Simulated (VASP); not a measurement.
## Mo: single point with PBE

The system is Mo.

```
Mo
1.0
    -1.58022    1.58022   -1.58022
    -1.58022   -1.58022    1.58022
     0.00000    8.44220    8.44220
Mo
4
Direct
  0.00000 0.00000 0.65513
  0.50000 0.50000 0.09359
  0.00000 0.00000 0.28077
  0.50000 0.50000 0.46795
```

This cell differs from its parent crystal: the distance across one plane changed.

- Program: VASP 6.6.1
- Task: single point
- Functional: PBE
- Potentials or basis: VASP PAW PBE potentials, release 64 (Mo_sv)
- Cutoff: 520 eV
- k mesh: 23 × 23 × 7
- Occupations: gaussian, width 0.15 eV
- Spin: no spin polarisation
- Dipole correction: no
- Further INCAR settings: ALGO = Fast; EDIFF = 1e-06; NBANDS = 36

The pressure is -7.4 GPa. The largest force is 0.589 eV/Å. The band gap on the k mesh is zero (bands 28 and 29 overlap by 2.10 eV).

Forces on the atoms (eV/Å):
```
Mo   0.000 -0.328 -0.328
Mo   0.000  0.328  0.328
Mo   0.000 -0.416 -0.416
Mo   0.000  0.416  0.416
```

Stress tensor (GPa, compression positive):
```
-8.05  0.00  0.00
 0.00 -7.03  0.85
 0.00  0.85 -7.03
```

Levels at points of the mesh, in eV from the Fermi level:
```tsv
k point	band 25	band 26	band 27	band 28	band 29	band 30	band 31	band 32
(0.00, 0.00, 0.00)	-1.55	-1.41	-1.41	-0.92	0.46	0.75	0.76	1.26
```

Run time: 42 min on 1 thread of Oxide Virtual Turin-like Processor, on a shared host, peak memory 1.1 GiB.

Caveat: the cell differs from its parent crystal (the distance across one plane changed); the cell stands under tension.
